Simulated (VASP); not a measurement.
# PbS (Cmcm) in VASP: further runs, part 2 of 2

VASP 6.6.1.

### Step 4. Single point, r2SCAN (uniaxial x strain +2.2%)

POSCAR reads:

```
PbS
1.0
    2.1083253776     -5.8692756801      0.0000000000
    2.1083253776      5.8692756801      0.0000000000
    0.0000000000      0.0000000000      4.2604423679
Pb S
2 2
Direct
    0.8710879168      0.1289120832      0.7500000000
    0.1289120832      0.8710879168      0.2500000000
    0.6432979777      0.3567020223      0.7500000000
    0.3567020223      0.6432979777      0.2500000000
```

INCAR.step1 reads:

```
SYSTEM = PbS
  PREC = Accurate
  ENCUT = 520
  ISMEAR = 0
  SIGMA = 0.01
  LREAL = .False.
  LASPH = .True.
  NELM = 60
  NBANDS = 28
  GGA = PE
  ALGO = Normal
  EDIFF = 1E-4
  LWAVE = .True.
  LCHARG = .False.
```

INCAR.step2 reads:

```
SYSTEM = PbS
  PREC = Accurate
  ENCUT = 520
  EDIFF = 1E-6
  ISMEAR = 0
  SIGMA = 0.01
  LREAL = .False.
  LASPH = .True.
  NELM = 60
  ALGO = Normal
  ISIF = 2
  LWAVE = .False.
  LCHARG = .False.
  METAGGA = R2SCAN
  LMIXTAU = .True.
  NBANDS = 28
  ISTART = 1
```

KPOINTS reads:

```
regular mesh
0
Gamma
  6 6 6
  0 0 0
```

Potentials or basis: VASP PAW PBE potentials, release 64 (Pb_d, S).

Launch:

```
cat potpaw_PBE.64/Pb_d/POTCAR potpaw_PBE.64/S/POTCAR > POTCAR
cp INCAR.step1 INCAR
mpirun -np 1 vasp_std > vasp.out
cp INCAR.step2 INCAR
mpirun -np 1 vasp_std > vasp.out
```

OUTCAR:

```text
SYSTEM = PbS
   PREC = Accurate
   ENCUT = 520
   EDIFF = 1E-6
   ISMEAR = 0
   LREAL = .False.
   LASPH = .True.
   NELM = 60
   ISIF = 2
   METAGGA = R2SCAN
   ISTART = 1

 ion  position               nearest neighbor table
   1  0.871  0.129  0.750-   3 2.67   4 3.00   4 3.00   4 3.00   4 3.00   2 3.70   2 3.70   2 4.13
                             2 4.13   2 4.13   2 4.13
   2  0.129  0.871  0.250-   4 2.67   3 3.00   3 3.00   3 3.00   3 3.00   1 3.70   1 3.70   1 4.13
                             1 4.13   1 4.13   1 4.13
   3  0.643  0.357  0.750-   1 2.67   2 3.00   2 3.00   2 3.00   2 3.00
   4  0.357  0.643  0.250-   2 2.67   1 3.00   1 3.00   1 3.00   1 3.00

  LATTYP: Found a base centered orthorhombic cell.
 ALAT       =     4.2166507552
 B/A-ratio  =     2.7838566772
 C/A-ratio  =     1.0103854019

  Lattice vectors:

 A1 = (   2.1083253776,  -5.8692756801,   0.0000000000)
 A2 = (   2.1083253776,   5.8692756801,   0.0000000000)
 A3 = (   0.0000000000,   0.0000000000,   4.2604423679)

Analysis of symmetry for initial positions (statically):
=====================================================================
 Subroutine PRICEL returns:
 Original cell was already a primitive cell.

 Routine SETGRP: Setting up the symmetry group for a
 base centered orthorhombic supercell.

 Subroutine GETGRP returns: Found  8 space group operations
 (whereof  4 operations were pure point group operations)
 out of a pool of  8 trial point group operations.

The static configuration has the point symmetry C_2h.
 The point group associated with its full space group is D_2h.

Analysis of symmetry for dynamics (positions and initial velocities):
=====================================================================
 Subroutine PRICEL returns:
 Original cell was already a primitive cell.

 Routine SETGRP: Setting up the symmetry group for a
 base centered orthorhombic supercell.

 Subroutine GETGRP returns: Found  8 space group operations
 (whereof  4 operations were pure point group operations)
 out of a pool of  8 trial point group operations.

The dynamic configuration has the point symmetry C_2h.
 The point group associated with its full space group is D_2h.

 Subroutine INISYM returns: Found  8 space group operations
 (whereof  4 operations are pure point group operations),
 and found     1 'primitive' translations

----------------------------------------------------------------------------------------

                                     Primitive cell

  volume of cell :     105.4403

  direct lattice vectors                    reciprocal lattice vectors
     2.108325378 -5.869275680  0.000000000     0.237155045 -0.085189387  0.000000000
     2.108325378  5.869275680  0.000000000     0.237155045  0.085189387  0.000000000
     0.000000000  0.000000000  4.260442368     0.000000000  0.000000000  0.234717410

  length of vectors
     6.236459966  6.236459966  4.260442368     0.251991562  0.251991562  0.234717410

  position of ions in fractional coordinates (direct lattice)
     0.871087917  0.128912083  0.750000000
     0.128912083  0.871087917  0.250000000
     0.643297978  0.356702022  0.750000000
     0.356702022  0.643297978  0.250000000

  ion indices of the primitive-cell ions
   primitive index   ion index
                 1           1
                 2           2
                 3           3
                 4           4

----------------------------------------------------------------------------------------

 KPOINTS: regular mesh

Automatic generation of k-mesh.
 Grid dimensions read from file:
 generate k-points for:    6    6    6

 Generating k-lattice:

  Cartesian coordinates                     Fractional coordinates (reciprocal lattice)
     0.039525841 -0.014198231  0.000000000     0.166666667  0.000000000  0.000000000
     0.039525841  0.014198231  0.000000000     0.000000000  0.166666667  0.000000000
     0.000000000  0.000000000  0.039119568     0.000000000  0.000000000  0.166666667

  Length of vectors
     0.041998594  0.041998594  0.039119568

  Shift w.r.t. Gamma in fractional coordinates (k-lattice)
     0.000000000  0.000000000  0.000000000

 Subroutine IBZKPT returns following result:
 ===========================================

 Found     52 irreducible k-points:

 Following reciprocal coordinates:
            Coordinates               Weight
  0.000000  0.000000  0.000000      1.000000
  0.166667  0.000000  0.000000      4.000000
  0.333333  0.000000  0.000000      4.000000
  0.500000  0.000000  0.000000      2.000000
  0.166667  0.166667  0.000000      2.000000
  0.333333  0.166667  0.000000      4.000000
[... 16 lines left out ...]
  0.333333  0.333333  0.166667      4.000000
  0.500000  0.333333  0.166667      8.000000
 [... further k-points ...]
   k-points           NKPTS =     52   k-points in BZ     NKDIM =     52   number of bands    NBANDS=     28
   number of dos      NEDOS =    301   number of ions     NIONS =      4
   total plane-waves  NPLWV =  73728
   dimension x,y,z NGX =    48 NGY =   48 NGZ =   32
   dimension x,y,z NGXF=    96 NGYF=   96 NGZF=   64
   ions per type =               2   2
   NGX,Y,Z   is equivalent  to a cutoff of  12.80, 12.80, 12.49 a.u.
   NGXF,Y,Z  is equivalent  to a cutoff of  25.59, 25.59, 24.97 a.u.
 SYSTEM =  PbS
   PREC   = accura    normal or accurate (medium, high low for compatibility)
   ISTART =      1    job   : 0-new  1-cont  2-samecut
   ICHARG =      0    charge: 1-file 2-atom 10-const
   ISPIN  =      1    spin polarized calculation?
   LNONCOLLINEAR =      F non collinear calculations
   LSORBIT =      F    spin-orbit coupling
   LASPH  =      T    aspherical Exc in radial PAW
   ENCUT  =  520.0 eV  38.22 Ry    6.18 a.u.  11.60 11.60  7.92*2*pi/ulx,y,z
   NELM   =     60;   NELMIN=  2; NELMDL=  0     # of ELM steps
   EDIFF  = 0.1E-05   stopping-criterion for ELM
   LREAL  =      F    real-space projection
[... 7 lines left out ...]
   TEBEG  =    0.0;   TEEND  =   0.0 temperature during run
   PSTRESS=    0.0 pullay stress
   NELECT =      40.0000    total number of electrons
   NUPDOWN=      -1.0000    fix difference up-down
   EMIN   =  10.00;   EMAX   =-10.00  energy-range for DOS
   EFERMI =   0.00;   METHOD = LEGACY
   ISMEAR =     0;   SIGMA  =   0.01  broadening in eV -4-tet -1-fermi 0-gaus
   EFERMI_NEDOS =   21; number of points for ismear=-14 and -15
   IALGO  =     38    algorithm
   IMIX   =      4    mixing-type and parameters
     AMIX     =   0.40;   BMIX     =  1.00
     AMIX_MAG =   1.60;   BMIX_MAG =  1.00
  volume/ion in A,a.u.               =      26.36       177.89
  Fermi-wavevector in a.u.,A,eV,Ry     =   1.185112  2.239536 19.109237  1.404489
  Thomas-Fermi vector in A             =   2.321312
   LORBIT       =      0    0 simple, 1 ext, 2 COOP (PROOUT), +10 PAW based schemes
   METAGGA = R2SCAN    functional components
   LHFCALC =     F    Hartree Fock is set to
   AEXX    =    0.0000 exact exchange contribution
   IVDW    =     0    specifies the selected vdW correction
   LEPSILON=     F    determine dielectric tensor
   LRPA    =     F    only Hartree local field effects (RPA)
 non-spin polarized calculation
 Gauss-broadening in eV      SIGMA  =   0.01
  energy-cutoff  :      520.00
  volume of cell :      105.44
 maximum number of plane-waves:      2868
 NGX is ok and might be reduce to    48
   NGX = 23   NGY = 23   NGZ = 15

 number of electron      40.0000006 magnetization

 Free energy of the ion-electron system (eV)
  ---------------------------------------------------
  ext. energy  EPLUGINS =         0.00000000
  ---------------------------------------------------
  free energy    TOTEN  =      -131.12419619 eV

  energy without entropy =     -131.12419619  energy(sigma->0) =     -131.12419619

 E-fermi :   4.8342     XC(G=0): -10.1967

 val. band max:        4.7757019349   @ k =   0.5000   0.5000   0.3333
 cond. band min:       6.3821378922   @ k =   0.5000   0.5000   0.0000
 fundamental gap:      1.6064359573
 Fermi energy:         4.8341731460

 k-point     1 :       0.0000    0.0000    0.0000
  band No.  band energies     occupation
      1     -12.1411      2.00000
      2     -12.0291      2.00000
      3     -12.0257      2.00000
      4     -12.0197      2.00000
      5     -11.9822      2.00000
      6     -11.9815      2.00000
[... 20 lines left out ...]
     27      11.3676      0.00000
[... 691 lines left out ...]
      6     -11.9803      2.00000
[... 20 lines left out ...]
     27      12.5646      0.00000
     28      13.1327      0.00000

 [... further k-points ...]
[... 5 lines left out ...]
  --------------------------------------------------------------------------------------
  -------------------------------------------------------------------------------------
  Total       -0.6185561      0.5722369     -0.0309912      0.0000000      0.0000000      0.0000000
  in kB       -9.3990251      8.6952005     -0.4709143      0.0000000      0.0000000      0.0000000
  external PRESSURE =      -0.3915796 kB  Pullay stress =       0.0000000 kB

 VOLUME and BASIS-vectors are now :
 -----------------------------------------------------------------------------
  energy-cutoff  :      520.00
  volume of cell :      105.44
      direct lattice vectors                 reciprocal lattice vectors
     2.108325378 -5.869275680  0.000000000     0.237155045 -0.085189387  0.000000000
     2.108325378  5.869275680  0.000000000     0.237155045  0.085189387  0.000000000
     0.000000000  0.000000000  4.260442368     0.000000000  0.000000000  0.234717410

 POSITION                                       TOTAL-FORCE (eV/Angst)
 -----------------------------------------------------------------------------------
      2.10833     -4.35603      3.19533         0.000000      0.021580      0.000000
      2.10833      4.35603      1.06511         0.000000     -0.021580      0.000000
      2.10833     -1.68211      3.19533         0.000000     -0.009073     -0.000000
      2.10833      1.68211      1.06511         0.000000      0.009073     -0.000000
 -----------------------------------------------------------------------------------
    total drift:                               -0.000000     -0.000000     -0.000000

  FREE ENERGIE OF THE ION-ELECTRON SYSTEM (eV)
  ---------------------------------------------------
  free  energy   TOTEN  =      -131.1241961856 eV

  energy  without entropy=     -131.1241961856  energy(sigma->0) =     -131.12419619
```

Wall time 8 min (1 thread of AMD EPYC 9R45 (Zen 5), shared host); peak memory 0.33 GiB.

Results:

```yaml
Free_energy: -131.1242 eV
Pressure: 0.0 GPa
Largest_force: 0.022 eV/Å
Band_gap_on_the_k_mesh: 1.61 eV (least direct gap 1.68 eV)
```

Forces in eV/Å, atoms in the order of the input:
```
Pb   0.000  0.022  0.000
Pb   0.000 -0.022  0.000
S    0.000 -0.009  0.000
S    0.000  0.009  0.000
```

Caveat: the cell differs from its parent crystal (uniaxial x strain +2.2%); the PAW data sets were made with another functional, which shifts forces and pressure a little; spin-orbit coupling is left out, which moves the levels of the heavy elements.

### Step 5. Single point, r2SCAN (strain +3.5%)

POSCAR reads:

```
PbS
1.0
    2.1349477321     -6.0717656911      0.0000000000
    2.1349477321      6.0717656911      0.0000000000
    0.0000000000      0.0000000000      4.4074276295
Pb S
2 2
Direct
    0.8655804799      0.1344195201      0.7500000000
    0.1344195201      0.8655804799      0.2500000000
    0.6459664674      0.3540335326      0.7500000000
    0.3540335326      0.6459664674      0.2500000000
```

INCAR.step1 reads:

```
PREC     = Accurate       # precision mode
ENCUT    = 520            # plane-wave cutoff, eV
ISMEAR   = 0              # smearing method
SIGMA    = 0.01           # smearing width, eV
LREAL    = False          # projectors in reciprocal space
LASPH    = True           # aspherical terms in the spheres
NELM     = 60             # most SCF steps
NBANDS   = 28             # bands
GGA      = PE             # functional
ALGO     = Normal         # electronic algorithm
EDIFF    = 1E-4           # SCF threshold, eV
LWAVE    = True           # write WAVECAR
LCHARG   = False          # write CHGCAR
```

INCAR.step2 reads:

```
PREC     = Accurate       # precision mode
ENCUT    = 520            # plane-wave cutoff, eV
EDIFF    = 1E-6           # SCF threshold, eV
ISMEAR   = 0              # smearing method
SIGMA    = 0.01           # smearing width, eV
LREAL    = False          # projectors in reciprocal space
LASPH    = True           # aspherical terms in the spheres
NELM     = 60             # most SCF steps
ALGO     = Normal         # electronic algorithm
ISIF     = 2              # what is computed and relaxed
LWAVE    = False          # write WAVECAR
LCHARG   = False          # write CHGCAR
METAGGA  = R2SCAN         # meta-GGA
LMIXTAU  = True         
NBANDS   = 28             # bands
ISTART   = 1
```

KPOINTS reads:

```
Automatic mesh
0
Gamma
  6 6 6
```

Potentials or basis: VASP PAW PBE potentials, release 64 (Pb_d, S).

Launch:

```
cat potpaw_PBE.64/Pb_d/POTCAR potpaw_PBE.64/S/POTCAR > POTCAR
cp INCAR.step1 INCAR
mpirun -np 1 vasp_std > vasp.out
cp INCAR.step2 INCAR
mpirun -np 1 vasp_std > vasp.out
```

OUTCAR:

```text
PREC = Accurate
   ENCUT = 520
   EDIFF = 1E-6
   ISMEAR = 0
   LREAL = False
   LASPH = True
   NELM = 60
   ISIF = 2
   METAGGA = R2SCAN
   ISTART = 1

 ion  position               nearest neighbor table
   1  0.866  0.134  0.750-   3 2.67   4 3.07   4 3.07   4 3.07   4 3.07   2 3.94   2 3.94
   2  0.134  0.866  0.250-   4 2.67   3 3.07   3 3.07   3 3.07   3 3.07   1 3.94   1 3.94
   3  0.646  0.354  0.750-   1 2.67   2 3.07   2 3.07   2 3.07   2 3.07
   4  0.354  0.646  0.250-   2 2.67   1 3.07   1 3.07   1 3.07   1 3.07

  LATTYP: Found a base centered orthorhombic cell.
[... 940 lines left out ...]

 [... further k-points ...]
[... 5 lines left out ...]
  --------------------------------------------------------------------------------------
  -------------------------------------------------------------------------------------
  Total       -2.2401643     -0.6061765     -2.4323627      0.0000000      0.0000000      0.0000000
  in kB      -31.4103673     -8.4994772    -34.1052697      0.0000000      0.0000000      0.0000000
  external PRESSURE =     -24.6717048 kB  Pullay stress =       0.0000000 kB

 VOLUME and BASIS-vectors are now :
 -----------------------------------------------------------------------------
  energy-cutoff  :      520.00
  volume of cell :      114.27
      direct lattice vectors                 reciprocal lattice vectors
     2.134947732 -6.071765691  0.000000000     0.234197771 -0.082348369  0.000000000
     2.134947732  6.071765691  0.000000000     0.234197771  0.082348369  0.000000000
     0.000000000  0.000000000  4.407427629     0.000000000  0.000000000  0.226889715

 POSITION                                       TOTAL-FORCE (eV/Angst)
 -----------------------------------------------------------------------------------
      2.13495     -4.43944      3.30557         0.000000      0.021387      0.000000
      2.13495      4.43944      1.10186         0.000000     -0.021387      0.000000
      2.13495     -1.77255      3.30557         0.000000     -0.008703      0.000000
      2.13495      1.77255      1.10186         0.000000      0.008703      0.000000
 -----------------------------------------------------------------------------------
    total drift:                                0.000000      0.000000     -0.000000

  FREE ENERGIE OF THE ION-ELECTRON SYSTEM (eV)
  ---------------------------------------------------
  free  energy   TOTEN  =      -131.0664524473 eV

  energy  without entropy=     -131.0664524473  energy(sigma->0) =     -131.06645245
```

OUTCAR.step1:

```text
PREC = Accurate
   ENCUT = 520
   ISMEAR = 0
   LREAL = False
   LASPH = True
[... 975 lines left out ...]
      2.13495     -4.43944      3.30557         0.000000     -0.052819      0.000000
      2.13495      4.43944      1.10186         0.000000      0.052819     -0.000000
      2.13495     -1.77255      3.30557         0.000000      0.128974     -0.000000
      2.13495      1.77255      1.10186         0.000000     -0.128974     -0.000000
 -----------------------------------------------------------------------------------
    total drift:                                0.000000      0.000000     -0.000000

  FREE ENERGIE OF THE ION-ELECTRON SYSTEM (eV)
  ---------------------------------------------------
  free  energy   TOTEN  =       -17.3467988161 eV

  energy  without entropy=      -17.3467988161  energy(sigma->0) =      -17.34679882
```

Wall time 10 min (1 thread of AMD EPYC 9R45 (Zen 5), shared host); peak memory 0.35 GiB.

Results:

| Item | Value |
| --- | --- |
| Free energy | -131.0665 eV |
| Pressure | -2.5 GPa |
| Largest force | 0.021 eV/Å |
| Band gap on the k mesh | 1.84 eV (least direct gap 1.92 eV) |

Forces in eV/Å, atoms in the order of the input:
```
Pb   0.000  0.021  0.000
Pb   0.000 -0.021  0.000
S    0.000 -0.009  0.000
S    0.000  0.009  0.000
```

Levels at points of the mesh, in eV from the valence-band top:
| k point | band 17 | band 18 | band 19 | band 20 | band 21 | band 22 | band 23 | band 24 |
| --- | --- | --- | --- | --- | --- | --- | --- | --- |
| (0.00, 0.00, 0.00) | -2.13 | -1.31 | -1.19 | -0.37 | 5.09 | 5.22 | 5.34 | 5.88 |
| (0.50, 0.00, 0.00) | -1.18 | -1.01 | -0.34 | -0.28 | 2.19 | 2.31 | 2.71 | 3.52 |
| (0.50, 0.50, 0.00) | -1.71 | -1.52 | -1.02 | -0.30 | 1.84 | 4.73 | 5.43 | 5.48 |
| (0.00, 0.00, 0.50) | -0.95 | -0.95 | -0.09 | -0.09 | 2.31 | 2.31 | 3.22 | 3.22 |
| (0.50, 0.00, 0.50) | -2.62 | -2.62 | -1.24 | -1.24 | 4.07 | 4.07 | 5.46 | 5.46 |
| (0.50, 0.50, 0.50) | -1.04 | -1.04 | -0.29 | -0.29 | 2.11 | 2.11 | 3.61 | 3.61 |

Caveat: the cell differs from its parent crystal (strain +3.5%); the PAW data sets were made with another functional, which shifts forces and pressure a little; spin-orbit coupling is left out, which moves the levels of the heavy elements. A k mesh can miss the band edges.

### Step 6. Summary

```csv
level,cell,smearing,gap on the mesh (eV),pressure (GPa),largest force (eV/Å)
PBE,"a = 6.222, b = 6.222, c = 4.260 Å, angles 90.0, 90.0, 141.3°, 4 atoms, atomic positions A",fermi-dirac 0.02 eV,1.17,2.1,0.12
PBE,"a = 6.436, b = 6.436, c = 4.407 Å, angles 90.0, 90.0, 141.3°, 4 atoms, atomic positions B",fermi-dirac 0.02 eV,1.56,-1.4,0.13
r2SCAN,"a = 6.236, b = 6.236, c = 4.260 Å, angles 90.0, 90.0, 140.5°, 4 atoms, atomic positions C",gaussian 0.01 eV,1.61,0.0,0.02
r2SCAN,"a = 6.436, b = 6.436, c = 4.407 Å, angles 90.0, 90.0, 141.3°, 4 atoms, atomic positions B",gaussian 0.01 eV,1.84,-2.5,0.02
```

Alike in all rows: task single point; potentials or basis VASP PAW PBE potentials, release 64 (Pb_d, S); no spin polarisation; k mesh 6 × 6 × 6; cutoff (eV) 520.

Caveats: spin-orbit coupling is left out, which moves the levels of the heavy elements; the PAW data sets were made with another functional, which shifts forces and pressure a little (at least some runs).

Absolute energies hang on the potentials; compare differences alone.
